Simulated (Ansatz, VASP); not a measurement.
**One calculation of CaH, two programs**

INCAR

```
ALGO = Normal
EDIFF = 1E-6
EDIFFG = -0.04
ENCUT = 600
GGA = PE
IBRION = 2
ISIF = 3
ISMEAR = 0
LASPH = True
LCHARG = False
LREAL = False
LWAVE = False
NELM = 80
NSW = 90
PREC = Accurate
SIGMA = 0.1
```

Contents of KPOINTS:

```
k-points
0
Gamma
  6 6 4
```

POSCAR

```
CaH
1.0
    5.1984116780      0.0000000000      0.0000000000
   -2.5992058390      4.5019565725      0.0000000000
    0.0000000000      0.0000000000      4.1941730584
Ca H
3 3
Direct
    0.5000000000      0.0000000000      0.0000000000
    0.5000000000      0.5000000000      0.0000000000
    0.0000000000      0.5000000000      0.0000000000
    0.0000000000      0.0000000000      0.0000000000
    0.3333333333      0.6666666667      0.5000000000
    0.6666666667      0.3333333333      0.5000000000
```

Input for Ansatz:

```yaml
crystal:
  lattice:
    - [5.198411678, 0.0, 0.0]
    - [-2.599205839, 4.5019565725, 0.0]
    - [0.0, 0.0, 4.1941730584]
  atoms:
    - { symbol: Ca, position: [0.5, 0.0, 0.0] }
    - { symbol: Ca, position: [0.5, 0.5, 0.0] }
    - { symbol: Ca, position: [0.0, 0.5, 0.0] }
    - { symbol: H, position: [0.0, 0.0, 0.0] }
    - { symbol: H, position: [0.3333333333, 0.6666666667, 0.5] }
    - { symbol: H, position: [0.6666666667, 0.3333333333, 0.5] }
basis:
  ecutwfc: 420
kpoints:
  mp_grid: { grid: [6, 6, 4] }
hamiltonian:
  xc: pbe
scf:
  occupations: { method: gaussian, width: 0.1 }
  lower_state_search: "off"
output:
  forces: true
  stress: true
  eigenvalues: true
relax:
  adjacent_minimum: "off"
  f_tol: 0.04
  max_steps: 70
  cell: { stress_tol: 0.4 }
```

Alike in both runs: task relaxation of cell and atoms; functional PBE; k mesh 6 × 6 × 4; occupations gaussian, width 0.1 eV; no spin polarisation.

|  | VASP | Ansatz |
| --- | --- | --- |
| version | VASP 6.6.1 | Ansatz 0.2.0 |
| potentials or method | VASP PAW PBE potentials, release 64 (Ca_sv, H), cutoff 600 eV | scalar-relativistic, plane waves, PAW |
| valence electrons in the cell | 33 | 33 |

```csv
,VASP,Ansatz,Ansatz less VASP
"gap on the k mesh at the Fermi level, each at its own relaxed structure (eV)",none,none,-
relaxed volume (Å³/atom),20.63,20.67,+0.040
relaxed length of the cell vector where the two differ most in proportion (Å),3.389,3.374,-0.0149
```

A gap of «none» marks a metal or a gap that the smearing closes.

The k mesh is coarse, so the values compare programs but aren't converged. Noted on VASP's run: the volume moved by over 15 % at a fixed basis, so the end points are rough.
